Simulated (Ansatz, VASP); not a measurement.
This is a calculation of Bi for VASP 6.6.1.

File INCAR:

```
PREC     = Accurate       # precision mode
ENCUT    = 600            # plane-wave cutoff, eV
EDIFF    = 1E-6           # SCF threshold, eV
ISMEAR   = -1             # smearing method
SIGMA    = 0.05           # smearing width, eV
LREAL    = F              # projectors in reciprocal space
LASPH    = T              # aspherical terms in the spheres
NELM     = 100            # most SCF steps
ALGO     = Fast           # electronic algorithm
ISIF     = 3              # what is computed and relaxed
LWAVE    = F              # write WAVECAR
LCHARG   = F              # write CHGCAR
GGA      = PS             # functional
IBRION   = 2              # ionic algorithm
NSW      = 60             # ionic steps
EDIFFG   = -0.01          # ionic threshold
```

The input KPOINTS:

```
regular mesh
0
Gamma
  6 6 9
```

POSCAR

```
Bi
1.0
    3.4885980000     -3.1325780000      0.0000000000
    3.4885980000      3.1325780000      0.0000000000
   -1.2602350000      0.0000000000      3.1135500000
Bi
2
Direct
    0.7530610000      0.7530610000      0.8573820000
    0.2469390000      0.2469390000      0.1426180000
```

Potentials or basis: VASP PAW PBE potentials, release 64 (Bi_d).

Command:

```console
$ cat potpaw_PBE.64/Bi_d/POTCAR > POTCAR
$ mpirun -np 1 vasp_std > vasp.out
```

Task: Set up the same calculation for Ansatz 0.2.0. Potentials there: Ansatz PAW.

Result: As run (the cutoff follows the program's own potentials):

Contents of input.yaml:

```yaml
crystal:
  lattice:
    - [3.488598, -3.132578, 0.0]
    - [3.488598, 3.132578, 0.0]
    - [-1.260235, 0.0, 3.11355]
  atoms:
    - { symbol: Bi, position: [0.753061, 0.753061, 0.857382] }
    - { symbol: Bi, position: [0.246939, 0.246939, 0.142618] }
hamiltonian:
  xc: pbesol
  pseudopotentials: { kind: paw }
kpoints:
  mp_grid: { grid: [6, 6, 9] }
scf:
  occupations: { method: fermi_dirac, width: 0.05 }
output:
  forces: true
  stress: true
  eigenvalues: true
relax:
  f_tol: 0.01
  max_steps: 40
  cell: { stress_tol: 0.05 }
```

Potentials or basis: Ansatz PAW.

Run with:

```bash
$ ansatz run input.yaml --threads 2 --pin off --max-ram 5632MiB --backend cpu --events-out ev --progress --plain --runs-dir out
```

Both were run:

|  | VASP | Ansatz | Ansatz less VASP |
| --- | --- | --- | --- |
| gap on the k mesh at the Fermi level, each at its own relaxed structure (eV) | none | none | - |
| relaxed volume (Å³/atom) | 32.34 | 32.31 | -0.030 |
| relaxed length of the cell vector where the two differ most in proportion (Å) | 4.606 | 4.602 | -0.0043 |

VASP's potentials were made for PBE, not for PBEsol. A gap of «none» marks a metal or a gap that the smearing closes.

Neither program's run includes spin-orbit coupling. Noted on Ansatz's run: the plane-wave basis is chosen anew once the cell has moved, so the energies of steps on either side of that aren't comparable.
